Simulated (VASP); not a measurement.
The system is Hf.

```
Hf
1.0
    -1.80500    1.80500    1.80500
     1.80500   -1.80500    1.80500
     1.80500    1.80500   -1.80500
Hf
1
Direct
  0.00000 0.00000 0.00000
```

```yaml
Program: VASP 6.6.1
Task: relaxation of cell and atoms
Functional: revPBE
Dispersion: D3(BJ)
Potentials_or_basis: VASP PAW PBE potentials, release 64 (Hf_pv)
Cutoff: 600 eV
k_mesh: 9 × 9 × 9
Occupations: fermi-dirac, width 0.05 eV
Spin: no spin polarisation
```

At the start: pressure -8.4 GPa; volume 23.52 Å³/atom.

Where does the relaxation end?

Over 6 steps the energy falls by 60.8 meV/atom and the volume is 21.36 Å³/atom (-9.2 %); space group Im-3m (No. 229, to 0.05 Å).

Step by step:
| step | energy change (eV) | largest force (eV/Å) | pressure (GPa) | volume (Å³) |
| --- | --- | --- | --- | --- |
| 1 | 0.0000 | 0.0000 | -8.43 | 23.52 |
| 2 | -0.0080 | 0.0000 | 9.94 | 19.56 |
| 3 | -0.0608 | 0.0000 | -0.09 | 21.38 |
| 4 | -0.0608 | 0.0000 | 0.11 | 21.34 |
| 5 | -0.0608 | 0.0000 | -0.09 | 21.38 |
| 6 | -0.0608 | 0.0000 | 0.01 | 21.36 |

Final structure:
```
Hf
1.0
    -1.74791    1.74791    1.74791
     1.74791   -1.74791    1.74791
     1.74791    1.74791   -1.74791
Hf
1
Direct
  0.00000 0.00000 0.00000
```

Caveat: the PAW data sets were made with another functional, which shifts forces and pressure a little; pairwise dispersion overbinds metals, which lowers pressure and volume.
